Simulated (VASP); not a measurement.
Input of a VASP 6.6.1 run:

INCAR

```
PREC = Accurate
ENCUT = 520
EDIFF = 1E-6
ISMEAR = 0
SIGMA = 0.1
LREAL = F
LASPH = T
NELM = 80
ALGO = Normal
ISIF = 2
LWAVE = F
LCHARG = T
GGA = PE
LELF = T
LVHAR = T
NBANDS = 39
```

Contents of KPOINTS:

```
regular mesh
0
Gamma
  6 6 4
```

The input POSCAR:

```
Lu2ReP
1.0
    4.6138174500      0.0000000000      0.0000000000
   -2.3069087200      3.9956831200      0.0000000000
    0.0000000000      0.0000000000      5.5323290600
Lu Re P
2 1 1
Direct
    0.3333333300      0.6666666700      0.0000000000
    0.6666666700      0.3333333300      0.0000000000
    0.0000000000      0.0000000000      0.5000000000
    0.0000000000      0.0000000000      0.0000000000
```

Potentials or basis: VASP PAW PBE potentials, release 64 (Lu, Re, P).

Run with:

```sh
$ cat potpaw_PBE.64/Lu/POTCAR potpaw_PBE.64/Re/POTCAR potpaw_PBE.64/P/POTCAR > POTCAR
$ mpirun -np 1 vasp_std > vasp.out
```

(1) Predict the band gap on the k mesh.

(2) What does it give for the pressure?

Answers

(1) zero (bands 31 and 32 overlap by 0.63 eV).

(2) -4.5 GPa.

Caveat: the cell stands under tension; spin-orbit coupling is left out, which moves the levels of the heavy elements.
